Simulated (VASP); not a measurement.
# BP (F-43m) in VASP: a series of runs

Aim: see how the results for BP move with the level of theory and the settings. Levels: PBEsol, LDA. Tasks: single point.

Everything below comes from runs of VASP 6.6.1. Logs are shortened: lines on timing, memory, paths and dates and some standing lists are left out, and cuts for length are marked.

**1. The cell of the first run**

Symmetry: F-43m, No. 216, cubic system. The conventional cell has a = 4.520 Å, b = 4.520 Å, c = 4.520 Å, α = 90.00°, β = 90.00°, γ = 90.00°. Within 2.6 Å of B (site symmetry -43m) lie 4 P at 1.96 Å. Within 2.6 Å of P (site symmetry -43m) lie 4 B at 1.96 Å.

**2. Single point, PBEsol**

Contents of INCAR:

```
SYSTEM = BP
ALGO = Normal ; EDIFF = 1E-6
ENCUT = 520 ; GGA = PS
ISIF = 2 ; ISMEAR = 0
LASPH = .True. ; LCHARG = .True.
LELF = .True. ; LREAL = .False.
LVHAR = .True. ; LWAVE = .False.
NBANDS = 11 ; NELM = 80
PREC = Accurate ; SIGMA = 0.02
```

Contents of KPOINTS:

```
k-points
0
Gamma
  10 10 10
  0 0 0
```

Contents of POSCAR:

```
BP
1.0
    0.0000000000      2.2600863884      2.2600863884
    2.2600863884      0.0000000000      2.2600863884
    2.2600863884      2.2600863884      0.0000000000
B P
1 1
Direct
    0.0000000000      0.0000000000      0.0000000000
    0.7500000000      0.7500000000      0.7500000000
```

Potentials or basis: VASP PAW PBE potentials, release 64 (B, P).

Run with:

```sh
$ cat potpaw_PBE.64/B/POTCAR potpaw_PBE.64/P/POTCAR > POTCAR
$ mpirun -np 1 vasp_std > vasp.out
```

OUTCAR:

```text
SYSTEM = BP
   EDIFF = 1E-6
   ENCUT = 520
   GGA = PS
   ISIF = 2
   ISMEAR = 0
   LASPH = .True.
   LREAL = .False.
   NELM = 80
   PREC = Accurate

 ion  position               nearest neighbor table
   1  0.000  0.000  0.000-   2 1.96   2 1.96   2 1.96   2 1.96
   2  0.750  0.750  0.750-   1 1.96   1 1.96   1 1.96   1 1.96

  LATTYP: Found a face centered cubic cell.
 ALAT       =     4.5201727768

  Lattice vectors:

 A1 = (   0.0000000000,   2.2600863884,   2.2600863884)
 A2 = (   2.2600863884,   0.0000000000,   2.2600863884)
 A3 = (   2.2600863884,   2.2600863884,   0.0000000000)

Analysis of symmetry for initial positions (statically):
=====================================================================
 Subroutine PRICEL returns:
 Original cell was already a primitive cell.

 Routine SETGRP: Setting up the symmetry group for a
 face centered cubic supercell.

 Subroutine GETGRP returns: Found 24 space group operations
 (whereof 24 operations were pure point group operations)
 out of a pool of 48 trial point group operations.

The static configuration has the point symmetry T_d .

Analysis of symmetry for dynamics (positions and initial velocities):
=====================================================================
 Subroutine PRICEL returns:
 Original cell was already a primitive cell.

 Routine SETGRP: Setting up the symmetry group for a
 face centered cubic supercell.

 Subroutine GETGRP returns: Found 24 space group operations
 (whereof 24 operations were pure point group operations)
 out of a pool of 48 trial point group operations.

The dynamic configuration has the point symmetry T_d .

 Subroutine INISYM returns: Found 24 space group operations
 (whereof 24 operations are pure point group operations),
 and found     1 'primitive' translations

----------------------------------------------------------------------------------------

                                     Primitive cell

  volume of cell :      23.0890

  direct lattice vectors                    reciprocal lattice vectors
     0.000000000  2.260086388  2.260086388    -0.221230482  0.221230482  0.221230482
     2.260086388  0.000000000  2.260086388     0.221230482 -0.221230482  0.221230482
     2.260086388  2.260086388  0.000000000     0.221230482  0.221230482 -0.221230482

  length of vectors
     3.196244823  3.196244823  3.196244823     0.383182434  0.383182434  0.383182434

  position of ions in fractional coordinates (direct lattice)
     0.000000000  0.000000000  0.000000000
     0.750000000  0.750000000  0.750000000

  ion indices of the primitive-cell ions
   primitive index   ion index
                 1           1
                 2           2

----------------------------------------------------------------------------------------

 KPOINTS: k-points

Automatic generation of k-mesh.
 Grid dimensions read from file:
 generate k-points for:   10   10   10

 Generating k-lattice:

  Cartesian coordinates                     Fractional coordinates (reciprocal lattice)
    -0.022123048  0.022123048  0.022123048     0.100000000  0.000000000  0.000000000
     0.022123048 -0.022123048  0.022123048     0.000000000  0.100000000  0.000000000
     0.022123048  0.022123048 -0.022123048     0.000000000  0.000000000  0.100000000

  Length of vectors
     0.038318243  0.038318243  0.038318243

  Shift w.r.t. Gamma in fractional coordinates (k-lattice)
     0.000000000  0.000000000  0.000000000

 Subroutine IBZKPT returns following result:
 ===========================================

 Found     47 irreducible k-points:

 Following reciprocal coordinates:
            Coordinates               Weight
  0.000000  0.000000  0.000000      1.000000
  0.100000  0.000000  0.000000      8.000000
  0.200000  0.000000  0.000000      8.000000
  0.300000  0.000000  0.000000      8.000000
  0.400000  0.000000  0.000000      8.000000
  0.500000  0.000000  0.000000      4.000000
[... 16 lines left out ...]
  0.300000  0.300000  0.000000      6.000000
  0.400000  0.300000  0.000000     24.000000
 [... further k-points ...]
   k-points           NKPTS =     47   k-points in BZ     NKDIM =     47   number of bands    NBANDS=     11
   number of dos      NEDOS =    301   number of ions     NIONS =      2
   total plane-waves  NPLWV =  13824
   dimension x,y,z NGX =    24 NGY =   24 NGZ =   24
   dimension x,y,z NGXF=    48 NGYF=   48 NGZF=   48
   ions per type =               1   1
   NGX,Y,Z   is equivalent  to a cutoff of  12.48, 12.48, 12.48 a.u.
   NGXF,Y,Z  is equivalent  to a cutoff of  24.97, 24.97, 24.97 a.u.
 SYSTEM =  BP
   PREC   = accura    normal or accurate (medium, high low for compatibility)
   ISTART =      0    job   : 0-new  1-cont  2-samecut
   ICHARG =      2    charge: 1-file 2-atom 10-const
   ISPIN  =      1    spin polarized calculation?
   LNONCOLLINEAR =      F non collinear calculations
   LSORBIT =      F    spin-orbit coupling
   LASPH  =      T    aspherical Exc in radial PAW
   ENCUT  =  520.0 eV  38.22 Ry    6.18 a.u.   5.94  5.94  5.94*2*pi/ulx,y,z
   NELM   =     80;   NELMIN=  2; NELMDL= -5     # of ELM steps
   EDIFF  = 0.1E-05   stopping-criterion for ELM
   LREAL  =      F    real-space projection
   EDIFFG = 0.1E-04   stopping-criterion for IOM
   NSW    =      0    number of steps for IOM
   IBRION =     -1    ionic relax: 0-MD 1-quasi-New 2-CG
   NFREE  =      0    steps in history (QN), initial steepest desc. (CG)
   ISIF   =      2    stress and relaxation
   ISYM   =      2    0-nonsym 1-usesym 2-fastsym
   POTIM  = 0.5000    time-step for ionic-motion
   TEBEG  =    0.0;   TEEND  =   0.0 temperature during run
   PSTRESS=    0.0 pullay stress
   NELECT =       8.0000    total number of electrons
   NUPDOWN=      -1.0000    fix difference up-down
   EMIN   =  10.00;   EMAX   =-10.00  energy-range for DOS
   EFERMI =   0.00;   METHOD = LEGACY
   ISMEAR =     0;   SIGMA  =   0.02  broadening in eV -4-tet -1-fermi 0-gaus
   EFERMI_NEDOS =   21; number of points for ismear=-14 and -15
   IALGO  =     38    algorithm
   IMIX   =      4    mixing-type and parameters
     AMIX     =   0.40;   BMIX     =  1.00
     AMIX_MAG =   1.60;   BMIX_MAG =  1.00
  volume/ion in A,a.u.               =      11.54        77.91
  Fermi-wavevector in a.u.,A,eV,Ry     =   1.149837  2.172878 17.988619  1.322126
  Thomas-Fermi vector in A             =   2.286505
   LORBIT       =      0    0 simple, 1 ext, 2 COOP (PROOUT), +10 PAW based schemes
   GGA     = PS    functional components
   LHFCALC =     F    Hartree Fock is set to
   AEXX    =    0.0000 exact exchange contribution
   IVDW    =     0    specifies the selected vdW correction
   LEPSILON=     F    determine dielectric tensor
   LRPA    =     F    only Hartree local field effects (RPA)
 non-spin polarized calculation
 Gauss-broadening in eV      SIGMA  =   0.02
  energy-cutoff  :      520.00
  volume of cell :       23.09
 maximum number of plane-waves:       636
   NGX = 11   NGY = 11   NGZ = 11

 number of electron       8.0000001 magnetization

 Free energy of the ion-electron system (eV)
  ---------------------------------------------------
  ext. energy  EPLUGINS =         0.00000000
  ---------------------------------------------------
  free energy    TOTEN  =       -13.67361930 eV

  energy without entropy =      -13.67361930  energy(sigma->0) =      -13.67361930

 E-fermi :   7.7382     XC(G=0): -11.0956

 val. band max:        7.5456623355   @ k =   0.0000   0.0000   0.0000
 cond. band min:       8.6612951432   @ k =   0.4000   0.4000   0.0000
 fundamental gap:      1.1156328077
 Fermi energy:         7.7382164689

 k-point     1 :       0.0000    0.0000    0.0000
  band No.  band energies     occupation
      1      -8.0583      2.00000
      2       7.5457      2.00000
      3       7.5457      2.00000
      4       7.5457      2.00000
      5      10.9201      0.00000
      6      10.9201      0.00000
      7      10.9201      0.00000
      8      15.0678      0.00000
      9      18.8695      0.00000
     10      19.7020      0.00000
     11      19.7020      0.00000

 k-point     2 :       0.1000    0.0000    0.0000
  band No.  band energies     occupation
      1      -7.8758      2.00000
      2       6.2229      2.00000
      3       7.2440      2.00000
      4       7.2440      2.00000
      5      11.3364      0.00000
      6      11.3364      0.00000
      7      11.3676      0.00000
      8      15.5737      0.00000
      9      18.9749      0.00000
     10      18.9749      0.00000
     11      19.4539      0.00000

 k-point     3 :       0.2000    0.0000    0.0000
  band No.  band energies     occupation
      1      -7.3349      2.00000
      2       3.8499      2.00000
      3       6.6760      2.00000
      4       6.6760      2.00000
      5      11.5807      0.00000
      6      12.0616      0.00000
      7      12.0616      0.00000
      8      16.6831      0.00000
      9      18.3489      0.00000
     10      18.3489      0.00000
     11      20.3402      0.00000

 k-point     4 :       0.3000    0.0000    0.0000
  band No.  band energies     occupation
      1      -6.4643      2.00000
      2       1.4584      2.00000
      3       6.1818      2.00000
      4       6.1818      2.00000
      5      11.4990      0.00000
      6      12.3752      0.00000
      7      12.3752      0.00000
      8      17.4799      0.00000
      9      18.9420      0.00000
     10      18.9420      0.00000
     11      20.6555      0.00000

 k-point     5 :       0.4000    0.0000    0.0000
  band No.  band energies     occupation
      1      -5.3739      2.00000
      2      -0.5966      2.00000
      3       5.8697      2.00000
      4       5.8697      2.00000
      5      11.3914      0.00000
      6      12.2859      0.00000
      7      12.2859      0.00000
      8      17.5746      0.00000
      9      20.6702      0.00000
     10      20.6702      0.00000
     11      21.5861      0.00000
[... 211 lines left out ...]
 k-point    21 :      -0.3000    0.2000    0.0000
  band No.  band energies     occupation
      1      -5.1501      2.00000
      2       0.4785      2.00000
      3       2.8013      2.00000
      4       5.5952      2.00000
      5      11.3704      0.00000
      6      13.6698      0.00000
      7      14.4628      0.00000
      8      16.8946      0.00000
      9      17.8802      0.00000
     10      20.1994      0.00000
     11      24.4926      0.00000

 k-point    22 :      -0.2000    0.2000    0.0000
  band No.  band energies     occupation
      1      -6.1688      2.00000
      2       2.2503      2.00000
      3       3.2813      2.00000
      4       6.2851      2.00000
      5      11.9869      0.00000
      6      12.8525      0.00000
      7      13.9289      0.00000
      8      15.8766      0.00000
      9      16.9764      0.00000
     10      21.1314      0.00000
     11      23.4035      0.00000

 k-point    23 :       0.3000    0.3000    0.0000
  band No.  band energies     occupation
      1      -5.9148      2.00000
      2       2.7026      2.00000
      3       4.2630      2.00000
      4       4.2630      2.00000
      5       8.9640      0.00000
      6      11.3162      0.00000
      7      16.4585      0.00000
      8      16.4585      0.00000
      9      20.7117      0.00000
     10      21.9846      0.00000
     11      24.0375      0.00000

 k-point    24 :       0.4000    0.3000    0.0000
  band No.  band energies     occupation
      1      -5.0763      2.00000
      2       1.3554      2.00000
      3       3.4121      2.00000
      4       3.9648      2.00000
      5       9.2485      0.00000
      6      11.0390      0.00000
      7      17.0769      0.00000
      8      17.0811      0.00000
      9      21.6162      0.00000
     10      22.8751      0.00000
     11      24.6336      0.00000

 [... further k-points ...]
[... 5 lines left out ...]
  --------------------------------------------------------------------------------------
  -------------------------------------------------------------------------------------
  Total        0.0143067      0.0143067      0.0143067      0.0000000     -0.0000000     -0.0000000
  in kB        0.9927611      0.9927611      0.9927611      0.0000000     -0.0000000     -0.0000000
  external PRESSURE =       0.9927611 kB  Pullay stress =       0.0000000 kB

 VOLUME and BASIS-vectors are now :
 -----------------------------------------------------------------------------
  energy-cutoff  :      520.00
  volume of cell :       23.09
      direct lattice vectors                 reciprocal lattice vectors
     0.000000000  2.260086388  2.260086388    -0.221230482  0.221230482  0.221230482
     2.260086388  0.000000000  2.260086388     0.221230482 -0.221230482  0.221230482
     2.260086388  2.260086388  0.000000000     0.221230482  0.221230482 -0.221230482

 POSITION                                       TOTAL-FORCE (eV/Angst)
 -----------------------------------------------------------------------------------
      0.00000      0.00000      0.00000        -0.000000     -0.000000     -0.000000
      3.39013      3.39013      3.39013         0.000000      0.000000      0.000000
 -----------------------------------------------------------------------------------
    total drift:                               -0.000000     -0.000000     -0.000000

  FREE ENERGIE OF THE ION-ELECTRON SYSTEM (eV)
  ---------------------------------------------------
  free  energy   TOTEN  =       -13.6736192996 eV

  energy  without entropy=      -13.6736192996  energy(sigma->0) =      -13.67361930
```

Wall time 6.2 s (1 thread of Intel Xeon 6975P-C, shared host); peak memory 0.14 GiB.

What came out:

| Quantity | Value |
| --- | --- |
| Free energy | -13.6736 eV |
| Pressure | 0.1 GPa |
| Band gap on the k mesh | 1.12 eV, indirect (least direct gap 3.37 eV) |

Caveat: the PAW data sets were made with another functional, which shifts forces and pressure a little.

[end of part 1 of 2]
